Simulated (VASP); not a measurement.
# ScB2N3 (R-3m) in VASP: notebook

ScB2N3 is run at these levels: PBE; tasks: relaxation of cell and atoms, single point.

Everything below comes from runs of VASP 6.6.1. Logs are shortened: lines on timing, memory, paths and dates and some standing lists are left out, and cuts for length are marked.

### Step 1. The cell of the first run

It takes space group R-3m (No. 166, trigonal). The conventional cell has a = 4.352 Å, b = 4.352 Å, c = 13.122 Å, α = 90.00°, β = 90.00°, γ = 120.00°. Sc (site symmetry -3m) has 2 B at 1.78 Å within 2.4 Å. B (site symmetry 3m) has 3 N at 1.32 Å and 1 Sc at 1.78 Å within 1.8 Å. Within 1.8 Å of N (site symmetry 2/m) lie 2 B at 1.32 Å.

The cell was built from a structure type or drawn by symmetry, and may not be a known phase.

### Step 2. Relaxation of cell and atoms, PBE

INCAR

```
PREC = Accurate
ENCUT = 600
EDIFF = 1E-6
ISMEAR = 0
SIGMA = 0.1
LREAL = F
LASPH = T
NELM = 80
ALGO = Normal
ISIF = 3
LWAVE = F
LCHARG = F
GGA = PE
IBRION = 2
NSW = 90
EDIFFG = -0.04
```

KPOINTS

```
regular mesh
0
Gamma
  6 6 6
```

POSCAR

```
ScB2N3
1.0
    2.1759222500      1.2562693000      4.3741266700
   -2.1759222500      1.2562693000      4.3741266700
    0.0000000000     -2.5125385900      4.3741266700
Sc B N
1 2 3
Direct
    0.5000000000      0.5000000000      0.5000000000
    0.6356566300      0.6356566300      0.6356566300
    0.3643433700      0.3643433700      0.3643433700
    0.5000000000      0.5000000000      0.0000000000
    0.0000000000      0.5000000000      0.5000000000
    0.5000000000      0.0000000000      0.5000000000
```

Potentials or basis: VASP PAW PBE potentials, release 64 (Sc_sv, B, N).

Run with:

```bash
cat potpaw_PBE.64/Sc_sv/POTCAR potpaw_PBE.64/B/POTCAR potpaw_PBE.64/N/POTCAR > POTCAR
mpirun -np 1 vasp_std > vasp.out
```

OUTCAR:

```text
PREC = Accurate
   ENCUT = 600
   EDIFF = 1E-6
   ISMEAR = 0
   LREAL = F
   LASPH = T
   NELM = 80
   ISIF = 3
   GGA = PE
   IBRION = 2
   NSW = 90
   EDIFFG = -0.04

 ion  position               nearest neighbor table
   1  0.500  0.500  0.500-   2 1.78   3 1.78   4 2.52   4 2.52   6 2.52   5 2.52   6 2.52   5 2.52

   2  0.636  0.636  0.636-   4 1.32   5 1.32   6 1.32   1 1.78
   3  0.364  0.364  0.364-   4 1.32   5 1.32   6 1.32   1 1.78
   4  0.500  0.500  0.000-   2 1.32   3 1.32   1 2.52   1 2.52
   5  0.000  0.500  0.500-   2 1.32   3 1.32   1 2.52   1 2.52
   6  0.500  0.000  0.500-   2 1.32   3 1.32   1 2.52   1 2.52

  LATTYP: Found a trigonal (rhomboedric) cell.
 ALAT       =     5.0443864163
 COS(alpha) =     0.6278654038

  Lattice vectors:

 A1 = (   2.1759222500,   1.2562693000,   4.3741266700)
 A2 = (  -2.1759222500,   1.2562693000,   4.3741266700)
 A3 = (   0.0000000000,  -2.5125385900,   4.3741266700)

Analysis of symmetry for initial positions (statically):
=====================================================================
 Subroutine PRICEL returns:
 Original cell was already a primitive cell.

 Routine SETGRP: Setting up the symmetry group for a
 trigonal (rhombohedral) supercell.

 Subroutine GETGRP returns: Found 12 space group operations
 (whereof 12 operations were pure point group operations)
 out of a pool of 12 trial point group operations.

The static configuration has the point symmetry D_3d.

Analysis of symmetry for dynamics (positions and initial velocities):
=====================================================================
 Subroutine PRICEL returns:
 Original cell was already a primitive cell.

 Routine SETGRP: Setting up the symmetry group for a
 trigonal (rhombohedral) supercell.

 Subroutine GETGRP returns: Found 12 space group operations
 (whereof 12 operations were pure point group operations)
 out of a pool of 12 trial point group operations.

The dynamic configuration has the point symmetry D_3d.

 Subroutine INISYM returns: Found 12 space group operations
 (whereof 12 operations are pure point group operations),
 and found     1 'primitive' translations

----------------------------------------------------------------------------------------

                                     Primitive cell

  volume of cell :      71.7412

  direct lattice vectors                    reciprocal lattice vectors
     2.175922250  1.256269300  4.374126670     0.229787622  0.132667946  0.076205688
[... 91 lines left out ...]
   LASPH  =      T    aspherical Exc in radial PAW
   ENCUT  =  600.0 eV  44.10 Ry    6.64 a.u.  10.07 10.07 10.07*2*pi/ulx,y,z
   NELM   =     80;   NELMIN=  2; NELMDL= -5     # of ELM steps
   EDIFF  = 0.1E-05   stopping-criterion for ELM
   LREAL  =      F    real-space projection
   EDIFFG = -.4E-01   stopping-criterion for IOM
   NSW    =     90    number of steps for IOM
   IBRION =      2    ionic relax: 0-MD 1-quasi-New 2-CG
   NFREE  =      1    steps in history (QN), initial steepest desc. (CG)
   ISIF   =      3    stress and relaxation
   ISYM   =      2    0-nonsym 1-usesym 2-fastsym
   POTIM  = 0.5000    time-step for ionic-motion
   TEBEG  =    0.0;   TEEND  =   0.0 temperature during run
   PSTRESS=    0.0 pullay stress
   NELECT =      32.0000    total number of electrons
   NUPDOWN=      -1.0000    fix difference up-down
   EMIN   =  10.00;   EMAX   =-10.00  energy-range for DOS
   EFERMI =   0.00;   METHOD = LEGACY
   ISMEAR =     0;   SIGMA  =   0.10  broadening in eV -4-tet -1-fermi 0-gaus
   EFERMI_NEDOS =   21; number of points for ismear=-14 and -15
   IALGO  =     38    algorithm
   IMIX   =      4    mixing-type and parameters
     AMIX     =   0.40;   BMIX     =  1.00
     AMIX_MAG =   1.60;   BMIX_MAG =  1.00
  volume/ion in A,a.u.               =      11.96        80.69
  Fermi-wavevector in a.u.,A,eV,Ry     =   1.250840  2.363746 21.287700  1.564602
  Thomas-Fermi vector in A             =   2.384816
   LORBIT       =      0    0 simple, 1 ext, 2 COOP (PROOUT), +10 PAW based schemes
   GGA     = PE    functional components
   LHFCALC =     F    Hartree Fock is set to
   AEXX    =    0.0000 exact exchange contribution
   IVDW    =     0    specifies the selected vdW correction
   LEPSILON=     F    determine dielectric tensor
   LRPA    =     F    only Hartree local field effects (RPA)
 conjugate gradient relaxation of ions
 non-spin polarized calculation
 Gauss-broadening in eV      SIGMA  =   0.10
  energy-cutoff  :      600.00
  volume of cell :       71.74
 maximum number of plane-waves:      2412
   NGX = 21   NGY = 21   NGZ = 21

--------------------------------------- Ionic step        1  -------------------------------------------

 number of electron      31.9999998 magnetization

 Free energy of the ion-electron system (eV)
  ---------------------------------------------------
  ext. energy  EPLUGINS =         0.00000000
  ---------------------------------------------------
  free energy    TOTEN  =       -36.68150208 eV

  energy without entropy =      -36.67116775  energy(sigma->0) =      -36.67633491

 E-fermi :   3.4710     XC(G=0):  -9.3919

 val. band max:        3.4203274652   @ k =   0.3333   0.1667   0.1667
 cond. band min:       3.5088352232   @ k =   0.1667   0.1667  -0.0000
 fundamental gap:      0.0885077580
 Fermi energy:         3.4710013265

 k-point     1 :       0.0000    0.0000    0.0000
  band No.  band energies     occupation
      1     -45.8345      2.00000
      2     -25.0127      2.00000
      3     -24.6092      2.00000
      4     -24.6092      2.00000
      5     -15.9279      2.00000
      6     -11.6903      2.00000
[... 656 lines left out ...]
  FREE ENERGIE OF THE ION-ELECTRON SYSTEM (eV)
  ---------------------------------------------------
  free  energy   TOTEN  =       -43.7172508699 eV

  energy  without entropy=      -43.6959009351  energy(sigma->0) =      -43.70657590

[... ionic steps 4 to 12 ...]

--------------------------------------- Ionic step       13  -------------------------------------------

 number of electron      32.0000001 magnetization

------------------------ aborting loop because EDIFF is reached ----------------------------------------
[... 75 lines left out ...]
--------------------------------------- Ionic step       15  -------------------------------------------

 number of electron      32.0000001 magnetization

 Free energy of the ion-electron system (eV)
  ---------------------------------------------------
  ext. energy  EPLUGINS =         0.00000000
  ---------------------------------------------------
  free energy    TOTEN  =       -47.22684443 eV

  energy without entropy =      -47.20658917  energy(sigma->0) =      -47.21671680

 E-fermi :   3.0389     XC(G=0):  -9.2275

 val. band max:        3.0281832303   @ k =   0.3333   0.1667  -0.0000
 cond. band min:       3.0403547444   @ k =   0.5000   0.3333   0.1667
 fundamental gap:      0.0121715141
 Fermi energy:         3.0388727313

 k-point     1 :       0.0000    0.0000    0.0000
  band No.  band energies     occupation
      1     -47.1727      2.00000
      2     -25.9097      2.00000
      3     -25.8305      2.00000
      4     -25.8305      2.00000
      5     -15.0718      2.00000
      6     -12.0223      2.00000
[... 576 lines left out ...]
  FREE ENERGIE OF THE ION-ELECTRON SYSTEM (eV)
  ---------------------------------------------------
  free  energy   TOTEN  =       -47.2268444274 eV

  energy  without entropy=      -47.2065891711  energy(sigma->0) =      -47.21671680

 reached required accuracy - stopping structural energy minimisation
```

OSZICAR:

```text
N       E                     dE             d eps       ncg     rms          rms(c)
DAV:   1     0.469822742059E+03    0.46982E+03   -0.17289E+04  1280   0.178E+03
DAV:   2     0.138851027857E+02   -0.45594E+03   -0.44576E+03  1520   0.517E+02
DAV:   3    -0.466351340761E+02   -0.60520E+02   -0.56982E+02  2048   0.187E+02
DAV:   4    -0.517762384234E+02   -0.51411E+01   -0.44818E+01  2000   0.484E+01
[... 178 lines left out ...]
DAV:   3    -0.472270738999E+02    0.23778E-03   -0.33570E-03  1728   0.395E-01    0.116E-01
DAV:   4    -0.472268561655E+02    0.21773E-03   -0.63032E-04  1944   0.306E-01    0.445E-02
DAV:   5    -0.472268457673E+02    0.10398E-04   -0.10291E-04  1872   0.778E-02    0.142E-02
DAV:   6    -0.472268435722E+02    0.21951E-05   -0.12516E-05  1752   0.280E-02    0.537E-03
DAV:   7    -0.472268444274E+02   -0.85519E-06   -0.14733E-06   792   0.946E-03
  15 F= -.47226844E+02 E0= -.47216717E+02  d E =-.100661E-02
```

CONTCAR:

```text
ScB2N3
   1.00000000000000
     2.4477655957571067    1.4132181285512013    3.7220118628217054
    -2.4477655957571067    1.4132181285512013    3.7220118628217054
    -0.0000000000000000   -2.8264362479045086    3.7220118634912605
  Sc              B               N
     1     2     3
Direct
     0.5000000000000000    0.5000000000000000    0.5000000000000000
     0.6943091422964097    0.6943091422964097    0.6943091422934896
     0.3056908577035903    0.3056908577035903    0.3056908577065108
     0.5000000000000000    0.5000000000000000    0.0000000000000000
     0.0000000000000000    0.5000000000000000    0.5000000000000000
     0.5000000000000000    0.0000000000000000    0.5000000000000000

  0.00000000E+00  0.00000000E+00  0.00000000E+00
  0.00000000E+00  0.00000000E+00  0.00000000E+00
  0.00000000E+00  0.00000000E+00  0.00000000E+00
  0.00000000E+00  0.00000000E+00  0.00000000E+00
  0.00000000E+00  0.00000000E+00  0.00000000E+00
  0.00000000E+00  0.00000000E+00  0.00000000E+00
```

It took 9.7 min on 1 thread of AMD EPYC 9R14 (Zen 4), shared host; peak memory 0.25 GiB.

What came out:

| Item | Value |
| --- | --- |
| Free energy | -47.2268 eV |
| Relaxed volume | 12.88 Å³/atom |
| Relaxed cell | a = 4.674 Å, b = 4.674 Å, c = 4.674 Å, α = 63.17°, β = 63.17°, γ = 63.17° |
| Space group after relaxing (to 0.1 Å) | R-3m (No. 166) |
| Energy gained by relaxing | 1757.6 meV/atom |
| Ionic steps | 15 |
| Pressure after relaxing | 0.0 GPa |
| Largest force after relaxing | 0.031 eV/Å |
| Band gap on the k mesh | zero (bands 16 and 17 overlap by 0.86 eV) |

Forces in eV/Å, atoms in the order of the input:
```
Sc   0.000  0.000  0.000
B    0.000  0.000  0.031
B    0.000  0.000 -0.031
N    0.000  0.000  0.000
N    0.000  0.000  0.000
N    0.000  0.000  0.000
```

Stress tensor (GPa, compression positive):
```
 0.31  0.00  0.00
 0.00  0.31  0.00
 0.00  0.00 -0.49
```

Step by step:
```tsv
step	energy change (eV)	largest force (eV/Å)	pressure (GPa)	volume (Å³)
1	0.0000	7.0339	54.12	71.74
2	-6.2492	2.3659	-18.70	122.19
3	-7.0357	4.2048	-9.38	107.22
4	-7.0350	4.3830	-8.18	105.82
5	-8.7534	1.1811	-9.26	100.76
6	-9.0721	1.2759	-11.63	97.36
7	-10.3053	0.4925	5.39	77.99
8	-10.3111	0.6123	6.60	77.19
9	-10.3042	1.2817	1.40	75.24
10	-10.5124	0.8561	3.39	76.33
11	-10.5125	0.8680	3.28	76.29
12	-10.5077	0.7016	-4.34	79.10
13	-10.5443	0.0894	-0.53	77.63
14	-10.5443	0.1041	-0.47	77.60
15	-10.5453	0.0306	0.04	77.25
```

Final structure:
```
Sc B N
1.0
     2.44777    1.41322    3.72201
    -2.44777    1.41322    3.72201
     0.00000   -2.82644    3.72201
Sc B N
1 2 3
Direct
  0.50000 0.50000 0.50000
  0.69431 0.69431 0.69431
  0.30569 0.30569 0.30569
  0.50000 0.50000 0.00000
  0.00000 0.50000 0.50000
  0.50000 0.00000 0.50000
```

### Step 3. Single point, PBE, collinear spin, ferromagnetic start

INCAR

```
PREC = Accurate
ENCUT = 520
EDIFF = 1E-6
ISMEAR = 0
SIGMA = 0.1
LREAL = False
LASPH = True
NELM = 150
ALGO = Normal
ISIF = 2
LWAVE = False
LCHARG = False
ISPIN = 2
MAGMOM = 0 0 0 1 1 1
LORBIT = 11
LMAXMIX = 4
GGA = PE
NBANDS = 29
```

KPOINTS

```
Automatic mesh
0
Gamma
  6 6 6
```

POSCAR is that of step 2.

Potentials or basis: VASP PAW PBE potentials, release 64 (Sc_sv, B, N).

Run with:

```bash
cat potpaw_PBE.64/Sc_sv/POTCAR potpaw_PBE.64/B/POTCAR potpaw_PBE.64/N/POTCAR > POTCAR
mpirun -np 1 vasp_std > vasp.out
```

OUTCAR:

```text
PREC = Accurate
   ENCUT = 520
   EDIFF = 1E-6
   ISMEAR = 0
   LREAL = False
   LASPH = True
   NELM = 150
   ISIF = 2
   ISPIN = 2
   LORBIT = 11
   GGA = PE

 ion  position               nearest neighbor table
   1  0.500  0.500  0.500-   2 1.78   3 1.78   4 2.52   4 2.52   6 2.52   5 2.52   6 2.52   5 2.52

   2  0.636  0.636  0.636-   4 1.32   5 1.32   6 1.32   1 1.78
   3  0.364  0.364  0.364-   4 1.32   5 1.32   6 1.32   1 1.78
   4  0.500  0.500  0.000-   2 1.32   3 1.32   1 2.52   1 2.52
   5  0.000  0.500  0.500-   2 1.32   3 1.32   1 2.52   1 2.52
   6  0.500  0.000  0.500-   2 1.32   3 1.32   1 2.52   1 2.52

  LATTYP: Found a trigonal (rhomboedric) cell.
 ALAT       =     5.0443864163
 COS(alpha) =     0.6278654038

  Lattice vectors:

 A1 = (   2.1759222500,   1.2562693000,   4.3741266700)
 A2 = (  -2.1759222500,   1.2562693000,   4.3741266700)
 A3 = (   0.0000000000,  -2.5125385900,   4.3741266700)

Analysis of symmetry for initial positions (statically):
[... 1709 lines left out ...]
  Total       27.6305392     27.6305392     17.5048799      0.0000000      0.0000000      0.0000000
  in kB      617.0654323    617.0654322    390.9317946      0.0000000      0.0000003      0.0000000
  external PRESSURE =     541.6875530 kB  Pullay stress =       0.0000000 kB

 VOLUME and BASIS-vectors are now :
 -----------------------------------------------------------------------------
  energy-cutoff  :      520.00
  volume of cell :       71.74
      direct lattice vectors                 reciprocal lattice vectors
     2.175922250  1.256269300  4.374126670     0.229787622  0.132667946  0.076205688
    -2.175922250  1.256269300  4.374126670    -0.229787622  0.132667946  0.076205688
     0.000000000 -2.512538590  4.374126670     0.000000000 -0.265335891  0.076205688

 POSITION                                       TOTAL-FORCE (eV/Angst)
 -----------------------------------------------------------------------------------
      0.00000      0.00000      6.56119        -0.000000     -0.000000      0.000000
      0.00000      0.00000      8.34133         0.000000      0.000000      7.032884
      0.00000      0.00000      4.78105         0.000000     -0.000000     -7.032884
      0.00000      1.25627      4.37413         0.000000     -0.000000      0.000000
     -1.08796     -0.62813      4.37413         0.000000     -0.000000      0.000000
      1.08796     -0.62813      4.37413         0.000000     -0.000000      0.000000
 -----------------------------------------------------------------------------------
    total drift:                               -0.000000      0.000000     -0.000000

  FREE ENERGIE OF THE ION-ELECTRON SYSTEM (eV)
  ---------------------------------------------------
  free  energy   TOTEN  =       -36.6724952755 eV

  energy  without entropy=      -36.6621645682  energy(sigma->0) =      -36.66732992

 total charge

# of ion       s       p       d       tot
------------------------------------------
    1        2.204   6.122   1.832  10.158
    2        0.878   1.986   0.000   2.864
    3        0.878   1.986   0.000   2.864
    4        1.311   2.673   0.000   3.984
    5        1.311   2.673   0.000   3.984
    6        1.311   2.673   0.000   3.984
--------------------------------------------------
tot          7.893  18.113   1.832  27.838

 magnetization (x)

# of ion       s       p       d       tot
------------------------------------------
    1        0.000   0.000   0.000   0.000
    2        0.000   0.000   0.000   0.000
    3        0.000   0.000   0.000   0.000
    4       -0.000  -0.000   0.000  -0.000
    5       -0.000  -0.000   0.000  -0.000
    6       -0.000  -0.000   0.000  -0.000
--------------------------------------------------
tot         -0.000  -0.000   0.000  -0.000
```

OSZICAR:

```text
N       E                     dE             d eps       ncg     rms          rms(c)
DAV:   1     0.371461051740E+03    0.37146E+03   -0.15125E+04  3712   0.108E+03
DAV:   2    -0.911235564538E+01   -0.38057E+03   -0.34634E+03  3875   0.358E+02
DAV:   3    -0.492487797325E+02   -0.40136E+02   -0.36730E+02  5235   0.119E+02
DAV:   4    -0.511222030854E+02   -0.18734E+01   -0.18294E+01  5317   0.280E+01
DAV:   5    -0.511455144836E+02   -0.23311E-01   -0.23275E-01  4677   0.281E+00    0.225E+01
DAV:   6    -0.399028149869E+02    0.11243E+02   -0.26025E+01  5875   0.444E+01    0.144E+01
DAV:   7    -0.375074160485E+02    0.23954E+01   -0.92523E+00  5751   0.413E+01    0.104E+01
DAV:   8    -0.366831769324E+02    0.82424E+00   -0.16954E+00  5444   0.988E+00    0.391E+00
DAV:   9    -0.366696953309E+02    0.13482E-01   -0.16692E-01  5059   0.268E+00    0.134E+00
DAV:  10    -0.366710306572E+02   -0.13353E-02   -0.10402E-02  4884   0.831E-01    0.427E-01
DAV:  11    -0.366722956990E+02   -0.12650E-02   -0.11314E-03  5355   0.301E-01    0.111E-01
DAV:  12    -0.366724305678E+02   -0.13487E-03   -0.93445E-05  4554   0.641E-02    0.507E-02
DAV:  13    -0.366724833644E+02   -0.52797E-04   -0.27823E-05  4301   0.346E-02    0.206E-02
DAV:  14    -0.366724943770E+02   -0.11013E-04   -0.84464E-06  4195   0.177E-02    0.612E-03
DAV:  15    -0.366724952755E+02   -0.89852E-06   -0.59025E-07  3408   0.501E-03
   1 F= -.36672495E+02 E0= -.36667330E+02  d E =-.103307E-01  mag=    -0.0001
```

stdout:

```text
POSCAR found type information on POSCAR ScB N
 POSCAR found :  3 types and       6 ions
 scaLAPACK will be used
 LDA part: xc-table for (Slater+PW92), standard interpolation
 POSCAR, INCAR and KPOINTS ok, starting setup
 FFT: planning ... GRIDC
 FFT: planning ... GRID_SOFT
 FFT: planning ... GRID
 WAVECAR not read
 entering main loop
```

Run time: 2.2 min. Hardware: 1 thread of AMD EPYC 9R14 (Zen 4), shared host; peak memory 0.31 GiB.

Results:

| Item | Value |
| --- | --- |
| Free energy | -36.6725 eV |
| Pressure | 54.2 GPa |
| Largest force | 7.033 eV/Å |
| Band gap on the k mesh | zero (filled and empty bands overlap) |
| Net moment | 0.00 μB per cell |
| Valence electrons inside the program's atomic spheres | Sc 10.16; B 2.86; N 3.98 |

Forces on the atoms (eV/Å):
```
Sc   0.000  0.000  0.000
B    0.000  0.000  7.033
B    0.000  0.000 -7.033
N    0.000  0.000  0.000
N    0.000  0.000  0.000
N    0.000  0.000  0.000
```

Stress tensor (GPa, compression positive):
```
61.71  0.00  0.00
 0.00 61.71  0.00
 0.00  0.00 39.09
```

Caveat: the cell stands under pressure; forces of over 1 eV/Å act on the atoms, so gaps and moduli don't describe the material at rest.

[end of part 1 of 2]
